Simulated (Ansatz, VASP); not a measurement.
**PbO2 in VASP and in Ansatz**

```
CELL_PARAMETERS angstrom
0.00000 2.65817 2.65817
2.65817 0.00000 2.65817
2.65817 2.65817 0.00000
ATOMIC_POSITIONS crystal
Pb 0.00000 0.00000 0.00000
O 0.25000 0.25000 0.25000
O 0.75000 0.75000 0.75000
```

Alike in both runs: task single point; functional PBEsol; k mesh 6 × 6 × 6; occupations methfessel-paxton of order 1, width 0.001 eV; no spin polarisation.

```csv
,VASP,Ansatz
version,VASP 6.6.1,Ansatz 0.2.0
potentials or method,"VASP PAW PBE potentials, release 64 (Pb_d, O)",plane waves
plane-wave cutoff (eV),520,420
valence electrons in the cell,26,26
```

|  | VASP | Ansatz | Ansatz less VASP |
| --- | --- | --- | --- |
| pressure (GPa) | 1.1 | 0.9 | -0.27 |

VASP's potentials were made for PBE, not for PBEsol. With one functional, cell and mesh, what is left measures potentials, basis and numerics.

Neither program's run includes spin-orbit coupling.
